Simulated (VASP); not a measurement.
# CdF2 (Fm-3m) in VASP: notebook

Runs on CdF2. Level: PBEsol. Tasks: single point.

All numbers are computed with VASP 6.6.1; they aren't measurements. Logs are shortened: lines on timing, memory, paths and dates and some standing lists are left out, and cuts for length are marked.

## Step 1: The cell of the first run

The structure is cubic, space group Fm-3m (No. 225). The conventional cell has a = 5.196 Å, b = 5.196 Å, c = 5.196 Å, α = 90.00°, β = 90.00°, γ = 90.00°. Within 3.0 Å of Cd (site symmetry m-3m) lie 8 F at 2.25 Å. F (site symmetry -43m) has 4 Cd at 2.25 Å and 6 F at 2.60 Å within 3.0 Å.

## Step 2: Single point, PBEsol

Contents of INCAR:

```
SYSTEM = CdF2
PREC = Accurate
ENCUT = 520
EDIFF = 1E-7
ISMEAR = 0
SIGMA = 0.01
LREAL = .FALSE.
LASPH = .TRUE.
NELM = 80
ALGO = Normal
ISIF = 2
LWAVE = .FALSE.
LCHARG = .FALSE.
GGA = PS
NBANDS = 20
```

Contents of KPOINTS:

```
regular mesh
0
G
  6 6 6
  0 0 0
```

Contents of POSCAR:

```
CdF2
1.0
    0.0000000000      2.5977710088      2.5977710088
    2.5977710088      0.0000000000      2.5977710088
    2.5977710088      2.5977710088      0.0000000000
Cd F
1 2
Direct
    0.0000000000      0.0000000000      0.0000000000
    0.2500000000      0.2500000000      0.2500000000
    0.7500000000      0.7500000000      0.7500000000
```

Potentials or basis: VASP PAW PBE potentials, release 64 (Cd, F).

The run is started by

```sh
$ cat potpaw_PBE.64/Cd/POTCAR potpaw_PBE.64/F/POTCAR > POTCAR
$ mpirun -np 1 vasp_std > vasp.out
```

OUTCAR:

```text
SYSTEM = CdF2
   PREC = Accurate
   ENCUT = 520
   EDIFF = 1E-7
   ISMEAR = 0
   LREAL = .FALSE.
   LASPH = .TRUE.
   NELM = 80
   ISIF = 2
   GGA = PS

 ion  position               nearest neighbor table
   1  0.000  0.000  0.000-   3 2.25   2 2.25   3 2.25   2 2.25   3 2.25   3 2.25   2 2.25   2 2.25

   2  0.250  0.250  0.250-   1 2.25   1 2.25   1 2.25   1 2.25
   3  0.750  0.750  0.750-   1 2.25   1 2.25   1 2.25   1 2.25

  LATTYP: Found a face centered cubic cell.
 ALAT       =     5.1955420176

  Lattice vectors:

 A1 = (   0.0000000000,   2.5977710088,   2.5977710088)
 A2 = (   2.5977710088,   0.0000000000,   2.5977710088)
 A3 = (   2.5977710088,   2.5977710088,   0.0000000000)

Analysis of symmetry for initial positions (statically):
=====================================================================
 Subroutine PRICEL returns:
 Original cell was already a primitive cell.

 Routine SETGRP: Setting up the symmetry group for a
 face centered cubic supercell.

 Subroutine GETGRP returns: Found 48 space group operations
 (whereof 48 operations were pure point group operations)
 out of a pool of 48 trial point group operations.

The static configuration has the point symmetry O_h .

Analysis of symmetry for dynamics (positions and initial velocities):
=====================================================================
 Subroutine PRICEL returns:
 Original cell was already a primitive cell.

 Routine SETGRP: Setting up the symmetry group for a
 face centered cubic supercell.

 Subroutine GETGRP returns: Found 48 space group operations
 (whereof 48 operations were pure point group operations)
 out of a pool of 48 trial point group operations.

The dynamic configuration has the point symmetry O_h .

 Subroutine INISYM returns: Found 48 space group operations
 (whereof 48 operations are pure point group operations),
 and found     1 'primitive' translations

----------------------------------------------------------------------------------------

                                     Primitive cell

  volume of cell :      35.0617

  direct lattice vectors                    reciprocal lattice vectors
     0.000000000  2.597771009  2.597771009    -0.192472700  0.192472700  0.192472700
     2.597771009  0.000000000  2.597771009     0.192472700 -0.192472700  0.192472700
     2.597771009  2.597771009  0.000000000     0.192472700  0.192472700 -0.192472700

  length of vectors
     3.673802993  3.673802993  3.673802993     0.333372495  0.333372495  0.333372495

  position of ions in fractional coordinates (direct lattice)
     0.000000000  0.000000000  0.000000000
     0.250000000  0.250000000  0.250000000
     0.750000000  0.750000000  0.750000000

  ion indices of the primitive-cell ions
   primitive index   ion index
                 1           1
                 2           2
                 3           3

----------------------------------------------------------------------------------------

 KPOINTS: regular mesh

Automatic generation of k-mesh.
 Grid dimensions read from file:
 generate k-points for:    6    6    6

 Generating k-lattice:

  Cartesian coordinates                     Fractional coordinates (reciprocal lattice)
    -0.032078783  0.032078783  0.032078783     0.166666667  0.000000000  0.000000000
     0.032078783 -0.032078783  0.032078783     0.000000000  0.166666667  0.000000000
     0.032078783  0.032078783 -0.032078783     0.000000000  0.000000000  0.166666667

  Length of vectors
     0.055562083  0.055562083  0.055562083

  Shift w.r.t. Gamma in fractional coordinates (k-lattice)
     0.000000000  0.000000000  0.000000000

 Subroutine IBZKPT returns following result:
 ===========================================

 Found     16 irreducible k-points:

 Following reciprocal coordinates:
            Coordinates               Weight
  0.000000  0.000000  0.000000      1.000000
  0.166667  0.000000  0.000000      8.000000
  0.333333  0.000000  0.000000      8.000000
  0.500000  0.000000  0.000000      4.000000
  0.166667  0.166667  0.000000      6.000000
  0.333333  0.166667  0.000000     24.000000
[... 8 lines left out ...]
 -0.333333  0.333333  0.166667     24.000000
 -0.333333  0.500000  0.166667     12.000000
   k-points           NKPTS =     16   k-points in BZ     NKDIM =     16   number of bands    NBANDS=     20
   number of dos      NEDOS =    301   number of ions     NIONS =      3
   total plane-waves  NPLWV =  21952
   dimension x,y,z NGX =    28 NGY =   28 NGZ =   28
   dimension x,y,z NGXF=    56 NGYF=   56 NGZF=   56
   ions per type =               1   2
   NGX,Y,Z   is equivalent  to a cutoff of  12.67, 12.67, 12.67 a.u.
   NGXF,Y,Z  is equivalent  to a cutoff of  25.34, 25.34, 25.34 a.u.
 SYSTEM =  CdF2
   PREC   = accura    normal or accurate (medium, high low for compatibility)
   ISTART =      0    job   : 0-new  1-cont  2-samecut
   ICHARG =      2    charge: 1-file 2-atom 10-const
   ISPIN  =      1    spin polarized calculation?
   LNONCOLLINEAR =      F non collinear calculations
   LSORBIT =      F    spin-orbit coupling
   LASPH  =      T    aspherical Exc in radial PAW
   ENCUT  =  520.0 eV  38.22 Ry    6.18 a.u.   6.83  6.83  6.83*2*pi/ulx,y,z
   NELM   =     80;   NELMIN=  2; NELMDL= -5     # of ELM steps
   EDIFF  = 0.1E-06   stopping-criterion for ELM
   LREAL  =      F    real-space projection
   EDIFFG = 0.1E-05   stopping-criterion for IOM
   NSW    =      0    number of steps for IOM
   IBRION =     -1    ionic relax: 0-MD 1-quasi-New 2-CG
   NFREE  =      0    steps in history (QN), initial steepest desc. (CG)
   ISIF   =      2    stress and relaxation
   ISYM   =      2    0-nonsym 1-usesym 2-fastsym
   POTIM  = 0.5000    time-step for ionic-motion
   TEBEG  =    0.0;   TEEND  =   0.0 temperature during run
   PSTRESS=    0.0 pullay stress
   NELECT =      26.0000    total number of electrons
   NUPDOWN=      -1.0000    fix difference up-down
   EMIN   =  10.00;   EMAX   =-10.00  energy-range for DOS
   EFERMI =   0.00;   METHOD = LEGACY
   ISMEAR =     0;   SIGMA  =   0.01  broadening in eV -4-tet -1-fermi 0-gaus
   EFERMI_NEDOS =   21; number of points for ismear=-14 and -15
   IALGO  =     38    algorithm
   IMIX   =      4    mixing-type and parameters
     AMIX     =   0.40;   BMIX     =  1.00
     AMIX_MAG =   1.60;   BMIX_MAG =  1.00
  volume/ion in A,a.u.               =      11.69        78.87
  Fermi-wavevector in a.u.,A,eV,Ry     =   1.481796  2.800188 29.874576  2.195719
  Thomas-Fermi vector in A             =   2.595662
   LORBIT       =      0    0 simple, 1 ext, 2 COOP (PROOUT), +10 PAW based schemes
   GGA     = PS    functional components
   LHFCALC =     F    Hartree Fock is set to
   AEXX    =    0.0000 exact exchange contribution
   IVDW    =     0    specifies the selected vdW correction
   LEPSILON=     F    determine dielectric tensor
   LRPA    =     F    only Hartree local field effects (RPA)
 non-spin polarized calculation
 Gauss-broadening in eV      SIGMA  =   0.01
  energy-cutoff  :      520.00
  volume of cell :       35.06
 maximum number of plane-waves:       960
   NGX = 13   NGY = 13   NGZ = 13

 number of electron      26.0000011 magnetization

 Free energy of the ion-electron system (eV)
  ---------------------------------------------------
  ext. energy  EPLUGINS =         0.00000000
  ---------------------------------------------------
  free energy    TOTEN  =       -11.38900315 eV

  energy without entropy =      -11.38900315  energy(sigma->0) =      -11.38900315

 E-fermi :  -0.4294     XC(G=0): -11.3306

 val. band max:       -0.5585592733   @ k =  -0.3333   0.5000   0.1667
 cond. band min:       2.7413485555   @ k =   0.0000   0.0000   0.0000
 fundamental gap:      3.2999078289
 Fermi energy:        -0.4294437641

 k-point     1 :       0.0000    0.0000    0.0000
  band No.  band energies     occupation
      1     -21.9509      2.00000
      2     -20.4622      2.00000
      3      -6.6380      2.00000
      4      -6.6380      2.00000
      5      -6.6380      2.00000
      6      -4.8415      2.00000
[... 12 lines left out ...]
     19      19.9054      0.00000
     20      19.9054      0.00000

 k-point     2 :       0.1667    0.0000    0.0000
  band No.  band energies     occupation
      1     -21.8346      2.00000
      2     -20.5695      2.00000
      3      -6.5058      2.00000
      4      -6.5058      2.00000
      5      -6.2589      2.00000
      6      -4.8942      2.00000
[... 12 lines left out ...]
     19      19.3224      0.00000
     20      19.4623      0.00000

 k-point     3 :       0.3333    0.0000    0.0000
  band No.  band energies     occupation
      1     -21.5423      2.00000
      2     -20.8363      2.00000
      3      -6.2595      2.00000
      4      -6.2595      2.00000
      5      -5.3035      2.00000
      6      -4.8763      2.00000
[... 12 lines left out ...]
     19      18.5315      0.00000
     20      19.6439      0.00000

 k-point     4 :       0.5000    0.0000    0.0000
  band No.  band energies     occupation
      1     -21.2400      2.00000
      2     -21.1228      2.00000
      3      -6.1654      2.00000
      4      -6.1654      2.00000
      5      -4.7451      2.00000
      6      -4.7451      2.00000
[... 12 lines left out ...]
     19      18.1951      0.00000
     20      18.9606      0.00000

 k-point     5 :       0.1667    0.1667    0.0000
  band No.  band energies     occupation
      1     -21.8003      2.00000
      2     -20.5982      2.00000
      3      -6.4483      2.00000
      4      -6.4483      2.00000
      5      -6.1379      2.00000
      6      -5.1206      2.00000
[... 12 lines left out ...]
     19      20.1253      0.00000
     20      20.8868      0.00000
[... 169 lines left out ...]
      6      -4.6764      2.00000
[... 12 lines left out ...]
     19      19.8361      0.00000
     20      21.1431      0.00000

 k-point    14 :       0.5000    0.3333    0.1667
  band No.  band energies     occupation
      1     -21.3805      2.00000
      2     -20.9524      2.00000
      3      -6.1024      2.00000
      4      -5.8100      2.00000
      5      -5.5664      2.00000
      6      -4.8947      2.00000
[... 12 lines left out ...]
     19      19.4157      0.00000
     20      21.7537      0.00000

 k-point    15 :      -0.3333    0.3333    0.1667
  band No.  band energies     occupation
      1     -21.1707      2.00000
      2     -21.1412      2.00000
      3      -6.0578      2.00000
      4      -5.6893      2.00000
      5      -5.3347      2.00000
      6      -5.0305      2.00000
[... 12 lines left out ...]
     19      18.9992      0.00000
     20      21.9114      0.00000

 k-point    16 :      -0.3333    0.5000    0.1667
  band No.  band energies     occupation
      1     -21.2297      2.00000
      2     -21.0631      2.00000
      3      -6.2560      2.00000
      4      -5.3179      2.00000
      5      -5.2552      2.00000
      6      -5.1971      2.00000
[... 12 lines left out ...]
     19      20.4158      0.00000
     20      20.9448      0.00000

------------------------ aborting loop because EDIFF is reached ----------------------------------------

  FORCE on cell =-STRESS in cart. coord.  units (eV):
  Direction    XX          YY          ZZ          XY          YZ          ZX
  --------------------------------------------------------------------------------------
  -------------------------------------------------------------------------------------
  Total        3.6089607      3.6089607      3.6089607     -0.0000000     -0.0000000      0.0000000
  in kB      164.9149931    164.9149931    164.9149931     -0.0000000     -0.0000000      0.0000000
  external PRESSURE =     164.9149931 kB  Pullay stress =       0.0000000 kB

 VOLUME and BASIS-vectors are now :
 -----------------------------------------------------------------------------
  energy-cutoff  :      520.00
  volume of cell :       35.06
      direct lattice vectors                 reciprocal lattice vectors
     0.000000000  2.597771009  2.597771009    -0.192472700  0.192472700  0.192472700
     2.597771009  0.000000000  2.597771009     0.192472700 -0.192472700  0.192472700
     2.597771009  2.597771009  0.000000000     0.192472700  0.192472700 -0.192472700

 POSITION                                       TOTAL-FORCE (eV/Angst)
 -----------------------------------------------------------------------------------
      0.00000      0.00000      0.00000         0.000000     -0.000000      0.000000
      1.29889      1.29889      1.29889        -0.000000     -0.000000     -0.000000
      3.89666      3.89666      3.89666         0.000000      0.000000      0.000000
 -----------------------------------------------------------------------------------
    total drift:                                0.000000      0.000000      0.000000

  FREE ENERGIE OF THE ION-ELECTRON SYSTEM (eV)
  ---------------------------------------------------
  free  energy   TOTEN  =       -11.3890031498 eV

  energy  without entropy=      -11.3890031498  energy(sigma->0) =      -11.38900315
```

Run time: 6.6 s. Hardware: 1 thread of Intel Xeon 6975P-C (Granite Rapids), shared host; peak memory 0.15 GiB.

Results:

| Quantity | Value |
| --- | --- |
| Free energy | -11.3890 eV |
| Pressure | 16.5 GPa |
| Band gap on the k mesh | 3.30 eV (least direct gap 3.60 eV) |

Levels at points of the mesh, in eV from the valence-band top:
```
           k point  band 11  band 12  band 13  band 14  band 15  band 16
(0.00, 0.00, 0.00)    -0.30    -0.30    -0.30     3.30    12.99    12.99
(0.50, 0.00, 0.00)    -2.32    -0.28    -0.28     7.91     9.30    15.29
(0.50, 0.50, 0.00)    -0.73    -0.08    -0.08     8.79    10.08    11.88
```

Caveat: the cell stands under pressure; the PAW data sets were made with another functional, which shifts forces and pressure a little.

(Continued in part 2 of 3.)
